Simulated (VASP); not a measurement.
# Cu in VASP: notebook

Cu is run at these levels: PBE; tasks: electric field gradients.

Everything below comes from runs of VASP 6.6.1. Logs are shortened: lines on timing, memory, paths and dates and some standing lists are left out, and cuts for length are marked.

**1. The cell of the first run**

The structure is trigonal, space group R-3m (No. 166). The conventional cell has a = 2.518 Å, b = 2.518 Å, c = 6.449 Å, α = 90.00°, β = 90.00°, γ = 120.00°. Cu (site symmetry -3m) has 12 Cu at 2.52 to 2.60 Å within 3.3 Å.

**2. Electric field gradients, PBE (equal xy, yz and zx shear strains of +3 %)**

INCAR

```
SYSTEM = Cu
PREC     = Accurate       ! precision mode
ENCUT    = 520            ! plane-wave cutoff, eV
EDIFF    = 1E-8           ! SCF threshold, eV
ISMEAR   = -1             ! smearing method
SIGMA    = 0.08           ! smearing width, eV
LREAL    = .False.        ! projectors in reciprocal space
LASPH    = .True.         ! aspherical terms in the spheres
NELM     = 80             ! most SCF steps
ALGO     = Normal         ! electronic algorithm
ISIF     = 2              ! what is computed and relaxed
LWAVE    = .False.        ! write WAVECAR
LCHARG   = .False.        ! write CHGCAR
GGA      = PE             ! functional
LEFG     = .True.       
NBANDS   = 12             ! bands
```

KPOINTS

```
regular mesh
0
Gamma
  19 19 19
  0 0 0
```

POSCAR

```
Cu
1.0
    0.0542250000      1.8346125000      1.8346125000
    1.8346125000      0.0542250000      1.8346125000
    1.8346125000      1.8346125000      0.0542250000
Cu
1
Direct
    0.0000000000      0.0000000000      0.0000000000
```

Potentials or basis: VASP PAW PBE potentials, release 64 (Cu).

The run is started by

```console
$ cat potpaw_PBE.64/Cu/POTCAR > POTCAR
$ mpirun -np 1 vasp_std > vasp.out
```

OUTCAR:

```text
SYSTEM = Cu
   PREC = Accurate
   ENCUT = 520
   EDIFF = 1E-8
   ISMEAR = -1
   LREAL = .False.
   LASPH = .True.
   NELM = 80
   ISIF = 2
   GGA = PE

 ion  position               nearest neighbor table
   1  0.000  0.000  0.000-

  LATTYP: Found a trigonal (rhomboedric) cell.
 ALAT       =     2.5951004607
 COS(alpha) =     0.5293254421

  Lattice vectors:

 A1 = (   0.0542250000,   1.8346125000,   1.8346125000)
 A2 = (   1.8346125000,   0.0542250000,   1.8346125000)
 A3 = (   1.8346125000,   1.8346125000,   0.0542250000)

Analysis of symmetry for initial positions (statically):
=====================================================================
 Subroutine PRICEL returns:
 Original cell was already a primitive cell.

 Routine SETGRP: Setting up the symmetry group for a
 trigonal (rhombohedral) supercell.

 Subroutine GETGRP returns: Found 12 space group operations
 (whereof 12 operations were pure point group operations)
 out of a pool of 12 trial point group operations.

The static configuration has the point symmetry D_3d.

Analysis of symmetry for dynamics (positions and initial velocities):
=====================================================================
 Subroutine PRICEL returns:
 Original cell was already a primitive cell.

 Routine SETGRP: Setting up the symmetry group for a
 trigonal (rhombohedral) supercell.

 Subroutine GETGRP returns: Found 12 space group operations
 (whereof 12 operations were pure point group operations)
 out of a pool of 12 trial point group operations.

The dynamic configuration has the point symmetry D_3d.

 Subroutine INISYM returns: Found 12 space group operations
 (whereof 12 operations are pure point group operations),
 and found     1 'primitive' translations

----------------------------------------------------------------------------------------

                                     Primitive cell

  volume of cell :      11.8025

  direct lattice vectors                    reciprocal lattice vectors
     0.054225000  1.834612500  1.834612500    -0.284927609  0.276747869  0.276747869
     1.834612500  0.054225000  1.834612500     0.276747869 -0.284927609  0.276747869
     1.834612500  1.834612500  0.054225000     0.276747869  0.276747869 -0.284927609

  length of vectors
     2.595100461  2.595100461  2.595100461     0.484110017  0.484110017  0.484110017

  position of ions in fractional coordinates (direct lattice)
     0.000000000  0.000000000  0.000000000

  ion indices of the primitive-cell ions
   primitive index   ion index
                 1           1

----------------------------------------------------------------------------------------

 KPOINTS: regular mesh

Automatic generation of k-mesh.
 Grid dimensions read from file:
 generate k-points for:   19   19   19

 Generating k-lattice:

  Cartesian coordinates                     Fractional coordinates (reciprocal lattice)
    -0.014996190  0.014565677  0.014565677     0.052631579  0.000000000  0.000000000
     0.014565677 -0.014996190  0.014565677     0.000000000  0.052631579  0.000000000
     0.014565677  0.014565677 -0.014996190     0.000000000  0.000000000  0.052631579

  Length of vectors
     0.025479475  0.025479475  0.025479475

  Shift w.r.t. Gamma in fractional coordinates (k-lattice)
     0.000000000  0.000000000  0.000000000

 Subroutine IBZKPT returns following result:
 ===========================================

 Found    670 irreducible k-points:

 Following reciprocal coordinates:
            Coordinates               Weight
  0.000000  0.000000  0.000000      1.000000
  0.052632  0.000000 -0.000000      6.000000
  0.105263  0.000000 -0.000000      6.000000
  0.157895  0.000000 -0.000000      6.000000
  0.210526 -0.000000 -0.000000      6.000000
  0.263158  0.000000 -0.000000      6.000000
[... 16 lines left out ...]
 -0.315789  0.052632  0.000000     12.000000
 -0.263158  0.052632  0.000000     12.000000
 [... further k-points ...]
   k-points           NKPTS =    670   k-points in BZ     NKDIM =    670   number of bands    NBANDS=     12
   number of dos      NEDOS =    301   number of ions     NIONS =      1
   total plane-waves  NPLWV =   8000
   dimension x,y,z NGX =    20 NGY =   20 NGZ =   20
   dimension x,y,z NGXF=    40 NGYF=   40 NGZF=   40
   ions per type =               1
   NGX,Y,Z   is equivalent  to a cutoff of  12.81, 12.81, 12.81 a.u.
   NGXF,Y,Z  is equivalent  to a cutoff of  25.62, 25.62, 25.62 a.u.
 SYSTEM =  Cu
   PREC   = accura    normal or accurate (medium, high low for compatibility)
   ISTART =      0    job   : 0-new  1-cont  2-samecut
   ICHARG =      2    charge: 1-file 2-atom 10-const
   ISPIN  =      1    spin polarized calculation?
   LNONCOLLINEAR =      F non collinear calculations
   LSORBIT =      F    spin-orbit coupling
   LASPH  =      T    aspherical Exc in radial PAW
   ENCUT  =  520.0 eV  38.22 Ry    6.18 a.u.   4.83  4.83  4.83*2*pi/ulx,y,z
   NELM   =     80;   NELMIN=  2; NELMDL= -5     # of ELM steps
   EDIFF  = 0.1E-07   stopping-criterion for ELM
   LREAL  =      F    real-space projection
   EDIFFG = 0.1E-06   stopping-criterion for IOM
   NSW    =      0    number of steps for IOM
   IBRION =     -1    ionic relax: 0-MD 1-quasi-New 2-CG
   NFREE  =      0    steps in history (QN), initial steepest desc. (CG)
   ISIF   =      2    stress and relaxation
   ISYM   =      2    0-nonsym 1-usesym 2-fastsym
   POTIM  = 0.5000    time-step for ionic-motion
   TEBEG  =    0.0;   TEEND  =   0.0 temperature during run
   PSTRESS=    0.0 pullay stress
   NELECT =      11.0000    total number of electrons
   NUPDOWN=      -1.0000    fix difference up-down
   EMIN   =  10.00;   EMAX   =-10.00  energy-range for DOS
   EFERMI =   0.00;   METHOD = LEGACY
   ISMEAR =    -1;   SIGMA  =   0.08  broadening in eV -4-tet -1-fermi 0-gaus
   EFERMI_NEDOS =   21; number of points for ismear=-14 and -15
   IALGO  =     38    algorithm
   IMIX   =      4    mixing-type and parameters
     AMIX     =   0.40;   BMIX     =  1.00
     AMIX_MAG =   1.60;   BMIX_MAG =  1.00
  volume/ion in A,a.u.               =      11.80        79.65
  Fermi-wavevector in a.u.,A,eV,Ry     =   1.599119  3.021897 34.792580  2.557182
  Thomas-Fermi vector in A             =   2.696462
   LORBIT       =      0    0 simple, 1 ext, 2 COOP (PROOUT), +10 PAW based schemes
   GGA     = PE    functional components
   LHFCALC =     F    Hartree Fock is set to
   AEXX    =    0.0000 exact exchange contribution
   IVDW    =     0    specifies the selected vdW correction
   LEPSILON=     F    determine dielectric tensor
   LRPA    =     F    only Hartree local field effects (RPA)
 non-spin polarized calculation
  energy-cutoff  :      520.00
  volume of cell :       11.80
 maximum number of plane-waves:       329
   NGX =  9   NGY =  9   NGZ =  9

 number of electron      11.0000005 magnetization

 Free energy of the ion-electron system (eV)
  ---------------------------------------------------
  ext. energy  EPLUGINS =         0.00000000
  ---------------------------------------------------
  free energy    TOTEN  =        -3.72060458 eV

  energy without entropy =       -3.71390964  energy(sigma->0) =       -3.71725711

 E-fermi :   7.6219     XC(G=0): -12.7287

 val. band max:        7.6131998393   @ k =   0.4211   0.4211  -0.0000
 cond. band min:       7.6476531418   @ k =  -0.4737   0.3158   0.2105
 fundamental gap:      0.0344533025
 Fermi energy:         7.6219088457

 k-point     1 :       0.0000    0.0000    0.0000
  band No.  band energies     occupation
      1      -1.7624      2.00000
      2       4.4071      2.00000
      3       4.6201      2.00000
      4       4.6201      2.00000
      5       5.3968      2.00000
      6       5.3968      2.00000
      7      29.6393      0.00000
      8      31.9801      0.00000
      9      33.5996      0.00000
     10      33.5996      0.00000
     11      33.9939      0.00000
     12      35.9679      0.00000

 k-point     2 :       0.0526    0.0000   -0.0000
  band No.  band energies     occupation
      1      -1.6590      2.00000
      2       4.4245      2.00000
      3       4.5991      2.00000
      4       4.6448      2.00000
      5       5.3864      2.00000
      6       5.3868      2.00000
      7      29.4472      0.00000
      8      31.0732      0.00000
      9      32.4076      0.00000
     10      33.1976      0.00000
     11      34.5280      0.00000
     12      36.5100      0.00000
[... 316 lines left out ...]
 k-point    24 :      -0.2632    0.0526    0.0000
  band No.  band energies     occupation
      1       0.9772      2.00000
      2       4.3090      2.00000
      3       4.6018      2.00000
      4       4.8286      2.00000
      5       5.3983      2.00000
      6       5.6865      2.00000
      7      18.9852      0.00000
      8      27.7868      0.00000
      9      29.8112      0.00000
     10      31.7817      0.00000
     11      33.6754      0.00000
     12      35.1964      0.00000

 [... further k-points ...]
[... 5 lines left out ...]
  --------------------------------------------------------------------------------------
  -------------------------------------------------------------------------------------
  Total        0.2008361      0.2008361      0.2008361     -0.1770715     -0.1770715     -0.1770715
  in kB       27.2632602     27.2632602     27.2632602    -24.0372383    -24.0372383    -24.0372383
  external PRESSURE =      27.2632602 kB  Pullay stress =       0.0000000 kB

 VOLUME and BASIS-vectors are now :
 -----------------------------------------------------------------------------
  energy-cutoff  :      520.00
  volume of cell :       11.80
      direct lattice vectors                 reciprocal lattice vectors
     0.054225000  1.834612500  1.834612500    -0.284927609  0.276747869  0.276747869
     1.834612500  0.054225000  1.834612500     0.276747869 -0.284927609  0.276747869
     1.834612500  1.834612500  0.054225000     0.276747869  0.276747869 -0.284927609

 POSITION                                       TOTAL-FORCE (eV/Angst)
 -----------------------------------------------------------------------------------
      0.00000      0.00000      0.00000        -0.000000      0.000000     -0.000000
 -----------------------------------------------------------------------------------
    total drift:                               -0.000000     -0.000000     -0.000000

  FREE ENERGIE OF THE ION-ELECTRON SYSTEM (eV)
  ---------------------------------------------------
  free  energy   TOTEN  =        -3.7206045849 eV

  energy  without entropy=       -3.7139096448  energy(sigma->0) =       -3.71725711

 Electric field gradients (V/A^2)
---------------------------------------------------------------------
 ion       V_xx      V_yy      V_zz      V_xy      V_xz      V_yz
---------------------------------------------------------------------
   1       0.000    -0.000    -0.000     1.267     1.267     1.267
---------------------------------------------------------------------

 Electric field gradients after diagonalization (V/A^2)
 (convention: |V_zz| > |V_xx| > |V_yy|)
----------------------------------------------------------------------
 ion       V_xx      V_yy      V_zz     asymmetry (V_yy - V_xx)/ V_zz
----------------------------------------------------------------------
   1      -1.267    -1.267     2.535       0.000
----------------------------------------------------------------------

           NMR quadrupolar parameters

 Cq : quadrupolar parameter    Cq=e*Q*V_zz/h
 eta: asymmetry parameters     (V_yy - V_xx)/ V_zz
 Q  : nuclear electric quadrupole moment in mb (millibarn)
----------------------------------------------------------------------
 ion       Cq(MHz)       eta       Q (mb)
----------------------------------------------------------------------
   1       0.006       0.000       1.000
----------------------------------------------------------------------
```

Wall time 62 s (1 thread of AMD EPYC 9R45 (Zen 5), shared host); peak memory 0.17 GiB.

What came out:

```yaml
Free_energy: -3.7206 eV
Pressure: 2.7 GPa
```

Stress tensor (GPa, compression positive):
```
 2.73 -2.40 -2.40
-2.40  2.73 -2.40
-2.40 -2.40  2.73
```

Electric field gradients, principal values (V/Å²):
| atom | least | middle | greatest (by size) |
| --- | --- | --- | --- |
| 1 Cu | -1.267 | -1.267 | 2.535 |

Caveat: the cell differs from its parent crystal (equal xy, yz and zx shear strains of +3 %); without QUAD_EFG the Cq values of the log hold for a quadrupole moment of 1 mb, not for the nuclei.

**3. Electric field gradients, PBE (zz strain of +1 %)**

INCAR

```
SYSTEM = Cu
PREC = Accurate
ENCUT = 520
EDIFF = 1E-8
ISMEAR = -1
SIGMA = 0.08
LREAL = .FALSE.
LASPH = .TRUE.
NELM = 80
ALGO = Normal
ISIF = 2
LWAVE = .FALSE.
LCHARG = .FALSE.
GGA = PE
LEFG = .TRUE.
NBANDS = 12
```

KPOINTS

```
Automatic mesh
0
G
  19 19 19
  0 0 0
```

POSCAR

```
Cu
1.0
    0.0000000000      1.8075000000      1.8255750000
    1.8075000000      0.0000000000      1.8255750000
    1.8075000000      1.8075000000      0.0000000000
Cu
1
Direct
    0.0000000000      0.0000000000      0.0000000000
```

Potentials or basis: VASP PAW PBE potentials, release 64 (Cu).

The run is started by

```console
$ cat potpaw_PBE.64/Cu/POTCAR > POTCAR
$ mpirun -np 1 vasp_std > vasp.out
```

OUTCAR:

```text
SYSTEM = Cu
   PREC = Accurate
   ENCUT = 520
   EDIFF = 1E-8
   ISMEAR = -1
   LREAL = .FALSE.
   LASPH = .TRUE.
   NELM = 80
   ISIF = 2
   GGA = PE

 ion  position               nearest neighbor table
   1  0.000  0.000  0.000-

  LATTYP: Found a body centered tetragonal cell.
 ALAT       =     2.5561910140
 C/A-ratio  =     1.4283556980

  Lattice vectors:

 A1 = (  -1.8075000000,   0.0000000000,   1.8255750000)
 A2 = (   1.8075000000,   0.0000000000,   1.8255750000)
 A3 = (   0.0000000000,   1.8075000000,  -1.8255750000)

Analysis of symmetry for initial positions (statically):
=====================================================================
 Subroutine PRICEL returns:
 Original cell was already a primitive cell.

 Routine SETGRP: Setting up the symmetry group for a
 body centered tetragonal supercell.

 Subroutine GETGRP returns: Found 16 space group operations
 (whereof 16 operations were pure point group operations)
 out of a pool of 16 trial point group operations.
[... 540 lines left out ...]
 -----------------------------------------------------------------------------
  energy-cutoff  :      520.00
  volume of cell :       11.93
      direct lattice vectors                 reciprocal lattice vectors
     0.000000000  1.807500000  1.825575000    -0.276625173  0.276625173  0.273886310
     1.807500000  0.000000000  1.825575000     0.276625173 -0.276625173  0.273886310
     1.807500000  1.807500000  0.000000000     0.276625173  0.276625173 -0.273886310

 POSITION                                       TOTAL-FORCE (eV/Angst)
 -----------------------------------------------------------------------------------
      0.00000      0.00000      0.00000         0.000000      0.000000      0.000000
 -----------------------------------------------------------------------------------
    total drift:                                0.000000      0.000000      0.000000

  FREE ENERGIE OF THE ION-ELECTRON SYSTEM (eV)
  ---------------------------------------------------
  free  energy   TOTEN  =        -3.7294478327 eV

  energy  without entropy=       -3.7220750389  energy(sigma->0) =       -3.72576144

 Electric field gradients (V/A^2)
---------------------------------------------------------------------
 ion       V_xx      V_yy      V_zz      V_xy      V_xz      V_yz
---------------------------------------------------------------------
   1      -0.008    -0.008     0.015     0.003     0.002     0.002
---------------------------------------------------------------------

 Electric field gradients after diagonalization (V/A^2)
 (convention: |V_zz| > |V_xx| > |V_yy|)
----------------------------------------------------------------------
 ion       V_xx      V_yy      V_zz     asymmetry (V_yy - V_xx)/ V_zz
----------------------------------------------------------------------
   1      -0.011    -0.005     0.015       0.415
----------------------------------------------------------------------

           NMR quadrupolar parameters

 Cq : quadrupolar parameter    Cq=e*Q*V_zz/h
 eta: asymmetry parameters     (V_yy - V_xx)/ V_zz
 Q  : nuclear electric quadrupole moment in mb (millibarn)
----------------------------------------------------------------------
 ion       Cq(MHz)       eta       Q (mb)
----------------------------------------------------------------------
   1       0.000       0.415       1.000
----------------------------------------------------------------------
```

Wall time 37 s (1 thread of Intel Xeon 6975P-C (Granite Rapids), shared host); peak memory 0.19 GiB.

Results:

| Quantity | Value |
| --- | --- |
| Free energy | -3.7294 eV |
| Pressure | 0.8 GPa |

Caveat: the cell differs from its parent crystal (zz strain of +1 %); without QUAD_EFG the Cq values of the log hold for a quadrupole moment of 1 mb, not for the nuclei.

(Part 1 of 3 ends here.)
